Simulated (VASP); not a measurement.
# TiSi2 (Fddd) in VASP: notebook

Runs on TiSi2. Level: PBEsol. Tasks: single point.

Everything below comes from runs of VASP 6.6.1. Logs are shortened: lines on timing, memory, paths and dates and some standing lists are left out, and cuts for length are marked.

## 1. The cell of the first run

The structure is orthorhombic, space group Fddd (No. 70). Conventional cell: a = 4.731 Å, b = 8.152 Å, c = 8.440 Å, α = 90.00°, β = 90.00°, γ = 90.00°. Ti (site symmetry 222) has 10 Si at 2.52 to 2.75 Å and 4 Ti at 3.16 Å within 3.3 Å. Si (site symmetry 2) has 9 Si at 2.50 to 3.16 Å and 5 Ti at 2.52 to 2.75 Å within 3.3 Å.

## 2. Single point, PBEsol

The input, INCAR:

```
SYSTEM = TiSi2
PREC = Accurate
ENCUT = 520
EDIFF = 1E-6
ISMEAR = -1
SIGMA = 0.02
LREAL = .FALSE.
LASPH = .TRUE.
NELM = 60
ALGO = Normal
ISIF = 2
LWAVE = .FALSE.
LCHARG = .TRUE.
GGA = PS
LELF = .TRUE.
LVHAR = .TRUE.
NBANDS = 29
```

The input, KPOINTS:

```
Automatic mesh
0
G
  9 9 9
  0 0 0
```

The input, POSCAR:

```
TiSi2
1.0
    0.0000000000      4.0759223887      4.2198353171
    2.3653738191      0.0000000000      4.2198353171
    2.3653738191      4.0759223887      0.0000000000
Ti Si
2 4
Direct
    0.7500000000      0.7500000000      0.7500000000
    0.5000000000      0.5000000000      0.5000000000
    0.4125656100      0.0874343900      0.4125656100
    0.0874343900      0.4125656100      0.0874343900
    0.1625656100      0.8374343900      0.1625656100
    0.8374343900      0.1625656100      0.8374343900
```

Potentials or basis: VASP PAW PBE potentials, release 64 (Ti_sv, Si).

Launch:

```
$ cat potpaw_PBE.64/Ti_sv/POTCAR potpaw_PBE.64/Si/POTCAR > POTCAR
$ mpirun -np 1 vasp_std > vasp.out
```

OUTCAR:

```text
SYSTEM = TiSi2
   PREC = Accurate
   ENCUT = 520
   EDIFF = 1E-6
   ISMEAR = -1
   LREAL = .FALSE.
   LASPH = .TRUE.
   NELM = 60
   ISIF = 2
   GGA = PS

 ion  position               nearest neighbor table
   1  0.750  0.750  0.750-   6 2.52   6 2.52   5 2.52   5 2.52   3 2.71   3 2.71   4 2.71   4 2.71
                             3 2.75   4 2.75
   2  0.500  0.500  0.500-   3 2.52   3 2.52   4 2.52   4 2.52   5 2.71   5 2.71   6 2.71   6 2.71
                             5 2.75   6 2.75
   3  0.413  0.087  0.413-   6 2.50   6 2.50   2 2.52   2 2.52   4 2.65   1 2.71   1 2.71   1 2.75
                             4 2.76   4 2.76
   4  0.087  0.413  0.087-   5 2.50   5 2.50   2 2.52   2 2.52   3 2.65   1 2.71   1 2.71   1 2.75
                             3 2.76   3 2.76
   5  0.163  0.837  0.163-   4 2.50   4 2.50   1 2.52   1 2.52   6 2.65   2 2.71   2 2.71   2 2.75
                             6 2.76   6 2.76
   6  0.837  0.163  0.837-   3 2.50   3 2.50   1 2.52   1 2.52   5 2.65   2 2.71   2 2.71   2 2.75
                             5 2.76   5 2.76

  LATTYP: Found a face centered orthorhombic cell.
 ALAT       =     4.7307476382
 B/A-ratio  =     1.7231620456
 C/A-ratio  =     1.7840035613

  Lattice vectors:

 A1 = (   0.0000000000,   4.0759223887,   4.2198353171)
 A2 = (   2.3653738191,   0.0000000000,   4.2198353171)
 A3 = (   2.3653738191,   4.0759223887,   0.0000000000)

Analysis of symmetry for initial positions (statically):
=====================================================================
 Subroutine PRICEL returns:
 Original cell was already a primitive cell.

 Routine SETGRP: Setting up the symmetry group for a
 face centered orthorhombic supercell.

 Subroutine GETGRP returns: Found  8 space group operations
 (whereof  4 operations were pure point group operations)
 out of a pool of  8 trial point group operations.

The static configuration has the point symmetry D_2 .
 The point group associated with its full space group is D_2h.

Analysis of symmetry for dynamics (positions and initial velocities):
=====================================================================
 Subroutine PRICEL returns:
 Original cell was already a primitive cell.

 Routine SETGRP: Setting up the symmetry group for a
 face centered orthorhombic supercell.

 Subroutine GETGRP returns: Found  8 space group operations
 (whereof  4 operations were pure point group operations)
 out of a pool of  8 trial point group operations.

The dynamic configuration has the point symmetry D_2 .
 The point group associated with its full space group is D_2h.

 Subroutine INISYM returns: Found  8 space group operations
 (whereof  4 operations are pure point group operations),
 and found     1 'primitive' translations

----------------------------------------------------------------------------------------

                                     Primitive cell

  volume of cell :      81.3675

  direct lattice vectors                    reciprocal lattice vectors
     0.000000000  4.075922389  4.219835317    -0.211383079  0.122671619  0.118488036
     2.365373819  0.000000000  4.219835317     0.211383079 -0.122671619  0.118488036
     2.365373819  4.075922389  0.000000000     0.211383079  0.122671619 -0.118488036

  length of vectors
     5.866869133  4.837561721  4.712550968     0.271607340  0.271607340  0.271607340

  position of ions in fractional coordinates (direct lattice)
     0.750000000  0.750000000  0.750000000
     0.500000000  0.500000000  0.500000000
     0.412565610  0.087434390  0.412565610
     0.087434390  0.412565610  0.087434390
     0.162565610  0.837434390  0.162565610
     0.837434390  0.162565610  0.837434390

  ion indices of the primitive-cell ions
   primitive index   ion index
                 1           1
                 2           2
                 3           3
                 4           4
                 5           5
                 6           6

----------------------------------------------------------------------------------------

 KPOINTS: Automatic mesh

Automatic generation of k-mesh.
 Grid dimensions read from file:
 generate k-points for:    9    9    9

 Generating k-lattice:

  Cartesian coordinates                     Fractional coordinates (reciprocal lattice)
    -0.023487009  0.013630180  0.013165337     0.111111111  0.000000000 -0.000000000
     0.023487009 -0.013630180  0.013165337     0.000000000  0.111111111  0.000000000
     0.023487009  0.013630180 -0.013165337    -0.000000000  0.000000000  0.111111111

  Length of vectors
     0.030178593  0.030178593  0.030178593

  Shift w.r.t. Gamma in fractional coordinates (k-lattice)
     0.000000000  0.000000000  0.000000000

 Subroutine IBZKPT returns following result:
 ===========================================

 Found    125 irreducible k-points:

 Following reciprocal coordinates:
            Coordinates               Weight
  0.000000  0.000000  0.000000      1.000000
  0.111111  0.000000  0.000000      8.000000
  0.222222  0.000000  0.000000      8.000000
  0.333333  0.000000  0.000000      8.000000
  0.444444  0.000000  0.000000      8.000000
  0.111111  0.111111  0.000000      2.000000
[... 16 lines left out ...]
 -0.333333  0.333333  0.000000      4.000000
  0.444444  0.444444  0.000000      2.000000
 [... further k-points ...]
   k-points           NKPTS =    125   k-points in BZ     NKDIM =    125   number of bands    NBANDS=     29
   number of dos      NEDOS =    301   number of ions     NIONS =      6
   total plane-waves  NPLWV =  62208
   dimension x,y,z NGX =    48 NGY =   36 NGZ =   36
   dimension x,y,z NGXF=    96 NGYF=   72 NGZF=   72
   ions per type =               2   4
   NGX,Y,Z   is equivalent  to a cutoff of  13.60, 12.37, 12.70 a.u.
   NGXF,Y,Z  is equivalent  to a cutoff of  27.20, 24.74, 25.40 a.u.
 SYSTEM =  TiSi2
   PREC   = accura    normal or accurate (medium, high low for compatibility)
   ISTART =      0    job   : 0-new  1-cont  2-samecut
   ICHARG =      2    charge: 1-file 2-atom 10-const
   ISPIN  =      1    spin polarized calculation?
   LNONCOLLINEAR =      F non collinear calculations
   LSORBIT =      F    spin-orbit coupling
   LASPH  =      T    aspherical Exc in radial PAW
   ENCUT  =  520.0 eV  38.22 Ry    6.18 a.u.  10.91  8.99  8.76*2*pi/ulx,y,z
   NELM   =     60;   NELMIN=  2; NELMDL= -5     # of ELM steps
   EDIFF  = 0.1E-05   stopping-criterion for ELM
   LREAL  =      F    real-space projection
   EDIFFG = 0.1E-04   stopping-criterion for IOM
   NSW    =      0    number of steps for IOM
   IBRION =     -1    ionic relax: 0-MD 1-quasi-New 2-CG
   NFREE  =      0    steps in history (QN), initial steepest desc. (CG)
   ISIF   =      2    stress and relaxation
   ISYM   =      2    0-nonsym 1-usesym 2-fastsym
   POTIM  = 0.5000    time-step for ionic-motion
   TEBEG  =    0.0;   TEEND  =   0.0 temperature during run
   PSTRESS=    0.0 pullay stress
   NELECT =      40.0000    total number of electrons
   NUPDOWN=      -1.0000    fix difference up-down
   EMIN   =  10.00;   EMAX   =-10.00  energy-range for DOS
   EFERMI =   0.00;   METHOD = LEGACY
   ISMEAR =    -1;   SIGMA  =   0.02  broadening in eV -4-tet -1-fermi 0-gaus
   EFERMI_NEDOS =   21; number of points for ismear=-14 and -15
   IALGO  =     38    algorithm
   IMIX   =      4    mixing-type and parameters
     AMIX     =   0.40;   BMIX     =  1.00
     AMIX_MAG =   1.60;   BMIX_MAG =  1.00
  volume/ion in A,a.u.               =      13.56        91.52
  Fermi-wavevector in a.u.,A,eV,Ry     =   1.292045  2.441612 22.713311  1.669381
  Thomas-Fermi vector in A             =   2.423778
   LORBIT       =      0    0 simple, 1 ext, 2 COOP (PROOUT), +10 PAW based schemes
   GGA     = PS    functional components
   LHFCALC =     F    Hartree Fock is set to
   AEXX    =    0.0000 exact exchange contribution
   IVDW    =     0    specifies the selected vdW correction
   LEPSILON=     F    determine dielectric tensor
   LRPA    =     F    only Hartree local field effects (RPA)
 non-spin polarized calculation
  energy-cutoff  :      520.00
  volume of cell :       81.37
 maximum number of plane-waves:      2209
 NGX is ok and might be reduce to    48
   NGX = 21   NGY = 17   NGZ = 17

 number of electron      40.0000004 magnetization

 Free energy of the ion-electron system (eV)
  ---------------------------------------------------
  ext. energy  EPLUGINS =         0.00000000
  ---------------------------------------------------
  free energy    TOTEN  =       -43.66256975 eV

  energy without entropy =      -43.65973167  energy(sigma->0) =      -43.66115071

 E-fermi :  10.4720     XC(G=0): -11.9593

 val. band max:       10.4618650865   @ k =  -0.4444  -0.0000   0.1111
 cond. band min:      10.4931173433   @ k =  -0.2222   0.1111   0.2222
 fundamental gap:      0.0312522568
 Fermi energy:        10.4720373326

 k-point     1 :       0.0000    0.0000    0.0000
  band No.  band energies     occupation
      1     -45.4463      2.00000
      2     -45.4125      2.00000
      3     -21.9520      2.00000
      4     -21.9427      2.00000
      5     -21.8525      2.00000
      6     -21.8359      2.00000
[... 21 lines left out ...]
     28      14.4315      0.00000
     29      14.4591      0.00000

 k-point     2 :       0.1111    0.0000    0.0000
  band No.  band energies     occupation
      1     -45.4455      2.00000
      2     -45.4133      2.00000
      3     -21.9518      2.00000
      4     -21.9419      2.00000
      5     -21.8561      2.00000
      6     -21.8360      2.00000
[... 21 lines left out ...]
     28      14.3306      0.00000
     29      14.4604      0.00000

 k-point     3 :       0.2222    0.0000    0.0000
  band No.  band energies     occupation
      1     -45.4433      2.00000
      2     -45.4153      2.00000
      3     -21.9538      2.00000
      4     -21.9369      2.00000
      5     -21.8666      2.00000
      6     -21.8354      2.00000
[... 638 lines left out ...]
      5     -21.8826      2.00000
      6     -21.8520      2.00000
[... 21 lines left out ...]
     28      14.4737      0.00000
     29      14.7904      0.00000

 k-point    24 :       0.4444    0.4444    0.0000
  band No.  band energies     occupation
      1     -45.4322      2.00000
      2     -45.4263      2.00000
      3     -21.9197      2.00000
      4     -21.9062      2.00000
      5     -21.8980      2.00000
      6     -21.8730      2.00000
[... 21 lines left out ...]
     28      14.2049      0.00000
     29      14.3703      0.00000

 [... further k-points ...]
[... 5 lines left out ...]
  --------------------------------------------------------------------------------------
  -------------------------------------------------------------------------------------
  Total        1.4514106      0.6244684      2.4323258      0.0000000      0.0000000      0.0000000
  in kB       28.5791757     12.2961704     47.8940023      0.0000000      0.0000000      0.0000000
  external PRESSURE =      29.5897828 kB  Pullay stress =       0.0000000 kB

 VOLUME and BASIS-vectors are now :
 -----------------------------------------------------------------------------
  energy-cutoff  :      520.00
  volume of cell :       81.37
      direct lattice vectors                 reciprocal lattice vectors
     0.000000000  4.075922389  4.219835317    -0.211383079  0.122671619  0.118488036
     2.365373819  0.000000000  4.219835317     0.211383079 -0.122671619  0.118488036
     2.365373819  4.075922389  0.000000000     0.211383079  0.122671619 -0.118488036

 POSITION                                       TOTAL-FORCE (eV/Angst)
 -----------------------------------------------------------------------------------
      3.54806      6.11388      6.32975         0.000000     -0.000000      0.000000
      2.36537      4.07592      4.21984        -0.000000     -0.000000     -0.000000
      1.18269      3.36317      2.10992         0.000000      0.068230      0.000000
      1.18269      0.71275      2.10992         0.000000     -0.068230      0.000000
      2.36537      1.32521      4.21984         0.000000      0.068230     -0.000000
      2.36537      6.82664      4.21984         0.000000     -0.068230     -0.000000
 -----------------------------------------------------------------------------------
    total drift:                               -0.000000     -0.000000      0.000000

  FREE ENERGIE OF THE ION-ELECTRON SYSTEM (eV)
  ---------------------------------------------------
  free  energy   TOTEN  =       -43.6625697455 eV

  energy  without entropy=      -43.6597316733  energy(sigma->0) =      -43.66115071
```

Run time: 9.1 min. Hardware: 1 thread of Intel Xeon 8259CL, shared host; peak memory 0.4 GiB.

Results:

```yaml
Free_energy: -43.6626 eV
Pressure: 3.0 GPa
Largest_force: 0.068 eV/Å
Band_gap_on_the_k_mesh: zero (bands 20 and 21 overlap by 1.86 eV)
```

Forces in eV/Å, atoms in the order of the input:
```
Ti   0.000  0.000  0.000
Ti   0.000  0.000  0.000
Si   0.000  0.068  0.000
Si   0.000 -0.068  0.000
Si   0.000  0.068  0.000
Si   0.000 -0.068  0.000
```

Caveat: the PAW data sets were made with another functional, which shifts forces and pressure a little.

## 3. Single point, PBEsol

This run uses another cell than the first one, of 13.98 Å³/atom.

The input, INCAR:

```
PREC = Accurate
ENCUT = 520
EDIFF = 1E-7
ISMEAR = -1
SIGMA = 0.02
LREAL = F
LASPH = T
NELM = 80
ALGO = Normal
ISIF = 2
LWAVE = F
LCHARG = F
GGA = PS
NBANDS = 29
```

The input, KPOINTS:

```
regular mesh
0
Gamma
  9 9 9
```

Changes to POSCAR since step 2:

```diff
@@ -2,5 +2,5 @@
 1.0
-    0.0000000000      4.0759223887      4.2198353171
-    2.3653738191      0.0000000000      4.2198353171
-    2.3653738191      4.0759223887      0.0000000000
+    0.0000000000      4.1175163063      4.2628978354
+    2.3895119538      0.0000000000      4.2628978354
+    2.3895119538      4.1175163063      0.0000000000
 Ti Si
```

Potentials or basis: VASP PAW PBE potentials, release 64 (Ti_sv, Si).

Launch:

```
$ cat potpaw_PBE.64/Ti_sv/POTCAR potpaw_PBE.64/Si/POTCAR > POTCAR
$ mpirun -np 1 vasp_std > vasp.out
```

OUTCAR:

```text
PREC = Accurate
   ENCUT = 520
   EDIFF = 1E-7
   ISMEAR = -1
   LREAL = F
   LASPH = T
   NELM = 80
   ISIF = 2
   GGA = PS

 ion  position               nearest neighbor table
   1  0.750  0.750  0.750-   6 2.55   5 2.55   6 2.55   5 2.55   3 2.74   3 2.74   4 2.74   4 2.74
                             3 2.78   4 2.78
   2  0.500  0.500  0.500-   4 2.55   3 2.55   4 2.55   3 2.55   5 2.74   5 2.74   6 2.74   6 2.74
                             5 2.78   6 2.78
   3  0.413  0.087  0.413-   6 2.52   6 2.52   2 2.55   2 2.55   4 2.68   1 2.74   1 2.74   1 2.78
                             4 2.79   4 2.79
[... 984 lines left out ...]
  -------------------------------------------------------------------------------------
  Total       -0.9600373     -1.4586062     -0.4750005      0.0000000      0.0000000      0.0000000
  in kB      -18.3366178    -27.8592340     -9.0724634      0.0000000      0.0000000      0.0000000
  external PRESSURE =     -18.4227717 kB  Pullay stress =       0.0000000 kB

 VOLUME and BASIS-vectors are now :
 -----------------------------------------------------------------------------
  energy-cutoff  :      520.00
  volume of cell :       83.88
      direct lattice vectors                 reciprocal lattice vectors
     0.000000000  4.117516306  4.262897835    -0.209247750  0.121432427  0.117291106
     2.389511954  0.000000000  4.262897835     0.209247750 -0.121432427  0.117291106
     2.389511954  4.117516306  0.000000000     0.209247750  0.121432427 -0.117291106

 POSITION                                       TOTAL-FORCE (eV/Angst)
 -----------------------------------------------------------------------------------
      3.58427      6.17627      6.39435         0.000000      0.000000      0.000000
      2.38951      4.11752      4.26290        -0.000000      0.000000     -0.000000
      1.19476      3.39749      2.13145        -0.000000      0.048940      0.000000
      1.19476      0.72003      2.13145        -0.000000     -0.048940      0.000000
      2.38951      1.33873      4.26290         0.000000      0.048940      0.000000
      2.38951      6.89630      4.26290         0.000000     -0.048940      0.000000
 -----------------------------------------------------------------------------------
    total drift:                               -0.000000     -0.000000      0.000000

  FREE ENERGIE OF THE ION-ELECTRON SYSTEM (eV)
  ---------------------------------------------------
  free  energy   TOTEN  =       -43.6705976520 eV

  energy  without entropy=      -43.6677081233  energy(sigma->0) =      -43.66915289
```

OSZICAR:

```text
N       E                     dE             d eps       ncg     rms          rms(c)
DAV:   1     0.384045158370E+03    0.38405E+03   -0.18726E+04  7250   0.146E+03
DAV:   2    -0.185005940675E+01   -0.38590E+03   -0.37541E+03  7290   0.429E+02
DAV:   3    -0.439892780329E+02   -0.42139E+02   -0.41256E+02 12131   0.119E+02
DAV:   4    -0.472638046290E+02   -0.32745E+01   -0.32568E+01 10340   0.296E+01
DAV:   5    -0.474618192260E+02   -0.19801E+00   -0.19796E+00 11092   0.625E+00    0.192E+01
DAV:   6    -0.443734760585E+02    0.30883E+01   -0.33296E+01 10316   0.412E+01    0.709E+00
DAV:   7    -0.437699725244E+02    0.60350E+00   -0.64349E+00  9859   0.189E+01    0.536E+00
DAV:   8    -0.436874018565E+02    0.82571E-01   -0.85683E-01  9876   0.725E+00    0.136E+00
DAV:   9    -0.436700325868E+02    0.17369E-01   -0.15848E-01  9914   0.335E+00    0.515E-01
DAV:  10    -0.436709728544E+02   -0.94027E-03   -0.64163E-03  9630   0.598E-01    0.263E-01
DAV:  11    -0.436707933778E+02    0.17948E-03   -0.66856E-03 10694   0.613E-01    0.172E-01
DAV:  12    -0.436705974508E+02    0.19593E-03   -0.14548E-03  9984   0.304E-01    0.161E-02
DAV:  13    -0.436705982900E+02   -0.83924E-06   -0.33550E-05  9315   0.500E-02    0.160E-02
DAV:  14    -0.436705978176E+02    0.47246E-06   -0.31138E-06  9673   0.148E-02    0.415E-03
DAV:  15    -0.436705976185E+02    0.19907E-06   -0.11978E-06 10402   0.762E-03    0.765E-04
DAV:  16    -0.436705976520E+02   -0.33489E-07   -0.34039E-08  5392   0.137E-03
   1 F= -.43670598E+02 E0= -.43669153E+02  d E =-.288953E-02
```

It took 9.9 min on 1 thread of Intel Xeon 8259CL, shared host; peak memory 0.4 GiB.

Results:

* Free energy: -43.6706 eV
* Pressure: -1.8 GPa
* Largest force: 0.049 eV/Å
* Band gap on the k mesh: zero (bands 20 and 21 overlap by 1.80 eV)

Forces in eV/Å, atoms in the order of the input:
```
Ti   0.000  0.000  0.000
Ti   0.000  0.000  0.000
Si   0.000  0.049  0.000
Si   0.000 -0.049  0.000
Si   0.000  0.049  0.000
Si   0.000 -0.049  0.000
```

Stress tensor (GPa, compression positive):
```
-1.83  0.00  0.00
 0.00 -2.79  0.00
 0.00  0.00 -0.91
```

Caveat: the PAW data sets were made with another functional, which shifts forces and pressure a little.

(Part 1 of 2 ends here.)

The gap in the log of VASP goes by the Fermi energy; the results here count the filled bands.